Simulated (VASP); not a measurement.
A run of VASP 6.6.1 is set up as follows.

POSCAR

```
GaCuSe2
1.0
   -2.8591265819      2.8591265819      5.6581163209
    2.8591265819     -2.8591265819      5.6581163209
    2.8591265819      2.8591265819     -5.6581163209
Ga Cu Se
2 2 4
Direct
    0.5000000000      0.5000000000      0.0000000000
    0.2500000000      0.7500000000      0.5000000000
    0.0000000000      0.0000000000      0.0000000000
    0.7500000000      0.2500000000      0.5000000000
    0.3750000000      0.3713580581      0.4963580581
    0.6286419419      0.1250000000      1.0036419419
    0.8750000000      0.8786419419      0.5036419419
    0.1213580581      0.6250000000     -0.0036419419
```

File INCAR.step1:

```
SYSTEM = GaCuSe2
ALGO = Normal
EDIFF = 1E-4
ENCUT = 520
GGA = PE
ISMEAR = 0
LASPH = .TRUE.
LCHARG = .FALSE.
LREAL = .FALSE.
LWAVE = .TRUE.
NBANDS = 46
NELM = 100
PREC = Accurate
SIGMA = 0.01
```

The input INCAR.step2:

```
SYSTEM = GaCuSe2
ALGO = Normal
EDIFF = 1E-6
ENCUT = 520
ISIF = 2
ISMEAR = 0
ISTART = 1
LASPH = .TRUE.
LCHARG = .FALSE.
LMIXTAU = .TRUE.
LREAL = .FALSE.
LWAVE = .FALSE.
METAGGA = R2SCAN
NBANDS = 46
NELM = 100
PREC = Accurate
SIGMA = 0.01
```

The input KPOINTS:

```
k-points
0
G
  6 6 6
  0 0 0
```

Potentials or basis: VASP PAW PBE potentials, release 64 (Ga_d, Cu, Se).

Command:

```bash
$ cat potpaw_PBE.64/Ga_d/POTCAR potpaw_PBE.64/Cu/POTCAR potpaw_PBE.64/Se/POTCAR > POTCAR
$ cp INCAR.step1 INCAR
$ mpirun -np 1 vasp_std > vasp.out
$ cp INCAR.step2 INCAR
$ mpirun -np 1 vasp_std > vasp.out
```

(1) What does it give for the largest force?

(2) Predict the pressure.

(3) Predict the band gap on the k mesh.

Answers

(1) 0.083 eV/Å.

(2) -3.5 GPa.

(3) 0.29 eV.

Caveat: the cell stands under tension; the PAW data sets were made with another functional, which shifts forces and pressure a little.
